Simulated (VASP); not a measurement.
Write the native input for VASP 6.6.1 that does the following.

```
Task                   : single point
Functional             : r2SCAN
Dispersion             : D3(BJ)
Potentials or basis    : VASP PAW PBE potentials, release 64 (F_h, H_h)
Cutoff                 : 1110 eV
k mesh                 : 1 × 1 × 1
Occupations            : fermi-dirac, width 0.02 eV
Spin                   : no spin polarisation
Dipole correction      : no
Further INCAR settings : LREAL = Auto; ALGO = Normal; EDIFF = 1e-06; NBANDS = 46
```

The system is HF.

```
CELL_PARAMETERS angstrom
6.68837 0.00000 0.00000
0.00000 6.68837 0.00000
0.00000 0.00000 6.68837
ATOMIC_POSITIONS crystal
F 0.15020 0.19467 0.71508
F 0.78592 0.12306 0.89805
F 0.00028 0.72073 0.34422
F 0.79767 0.66509 0.65283
F 0.09424 0.96958 0.06705
F 0.50775 0.30375 0.55821
F 0.50981 0.88554 0.73435
F 0.72308 0.28786 0.24861
H 0.27256 0.20612 0.65240
H 0.67215 0.07232 0.82391
H 0.00770 0.81601 0.24493
H 0.86736 0.68522 0.53144
H 0.13238 0.02417 0.94480
H 0.59754 0.29907 0.45078
H 0.60065 0.77605 0.69310
H 0.73970 0.24459 0.11513
```

One way to write it, as run:

POSCAR

```
HF
1.0
    6.6883740000      0.0000000000      0.0000000000
    0.0000000000      6.6883740000      0.0000000000
    0.0000000000      0.0000000000      6.6883740000
F H
8 8
Direct
    0.1502009307      0.1946661476      0.7150766390
    0.7859159790      0.1230642904      0.8980508566
    0.0002840750      0.7207282368      0.3442241717
    0.7976677142      0.6650943862      0.6528343062
    0.0942381512      0.9695779572      1.0670455928
    0.5077467259      0.3037509565      0.5582074208
    0.5098100076      0.8855366043      0.7343488866
    0.7230755936      0.2878577065      0.2486104994
    0.2725625092      0.2061188564      0.6524007180
    0.6721514078      0.0723195204      0.8239072755
    0.0076999283      0.8160129801      0.2449324754
    0.8673558028      0.6852188589      0.5314445634
    0.1323789609      1.0241652156      0.9448036249
    0.5975443359      0.2990711943      0.4507822081
    0.6006542098      0.7760481097      0.6930982029
    0.7397014581      0.2445885951      0.1151251410
```

INCAR.step1

```
SYSTEM = HF
PREC = Accurate
ENCUT = 1110
ISMEAR = -1
SIGMA = 0.02
LREAL = Auto
LASPH = .True.
NELM = 120
NBANDS = 46
GGA = PE
ALGO = Normal
EDIFF = 1E-5
LWAVE = .True.
LCHARG = .False.
GGA_COMPAT = .False.
```

INCAR.step2

```
SYSTEM = HF
PREC = Accurate
ENCUT = 1110
EDIFF = 1E-6
ISMEAR = -1
SIGMA = 0.02
LREAL = Auto
LASPH = .True.
NELM = 120
ALGO = Normal
ISIF = 2
LWAVE = .False.
LCHARG = .False.
METAGGA = R2SCAN
LMIXTAU = .True.
IVDW = 12
VDW_S6 = 1.0
VDW_S8 = 0.78981345
VDW_A1 = 0.49484001
VDW_A2 = 5.73083694
NBANDS = 46
ISTART = 1
GGA_COMPAT = .False.
```

KPOINTS

```
regular mesh
0
Gamma
  1 1 1
  0 0 0
```

Potentials or basis: VASP PAW PBE potentials, release 64 (F_h, H_h).

Run with:

```console
$ cat potpaw_PBE.64/F_h/POTCAR potpaw_PBE.64/H_h/POTCAR > POTCAR
$ cp INCAR.step1 INCAR
$ mpirun -np 1 vasp_gam > vasp.out
$ cp INCAR.step2 INCAR
$ mpirun -np 1 vasp_gam > vasp.out
```

Results of the run:

```yaml
Pressure: -0.7 GPa
Largest_force: 1.404 eV/Å
Dispersion_energy_per_atom: -0.008 eV
```

Caveat: the k points lie up to 0.94 Å⁻¹ apart, too coarse for converged energies, forces and pressures; the PAW data sets were made with another functional, which shifts forces and pressure a little.

Wall time 5.7 min on 1 thread of Intel(R) Xeon(R) Platinum 8259CL CPU @ 2.50GHz (Skylake/Cascade Lake) (shared host), peak memory 1 GiB.
